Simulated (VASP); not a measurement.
Al, 4 atoms in the cell. The structure is hexagonal, space group P6_3/mmc (No. 194). Conventional cell: a = 2.750 Å, b = 2.750 Å, c = 8.934 Å, α = 90.00°, β = 90.00°, γ = 120.00°. Al (site symmetry -3m) has 12 Al at 2.74 to 2.75 Å within 3.6 Å. Al (site symmetry -6m2) has 12 Al at 2.74 to 2.75 Å within 3.6 Å. 

* Program: VASP 6.6.1
* Task: single point
* Functional: PBEsol
* Potentials or basis: VASP PAW PBE potentials, release 64 (Al)
* Cutoff: 520 eV
* k mesh: 9 × 9 × 3
* Occupations: methfessel-paxton, width 0.15 eV
* Spin: no spin polarisation
* Dipole correction: no
* Further INCAR settings: ALGO = Normal; EDIFF = 1e-06; NBANDS = 14

Potentials or basis: VASP PAW PBE potentials, release 64 (Al).

Command:

```console
$ cat potpaw_PBE.64/Al/POTCAR > POTCAR
$ mpirun -np 1 vasp_std > vasp.out
```

Hardware: 1 thread of AMD EPYC 7R13 (shared host).

Q: Estimate the wall time of this run.

A: Run time: 24 s on 1 thread of AMD EPYC 7R13, on a shared host, peak memory 0.13 GiB. Counts: scf iterations 10, k points 24.
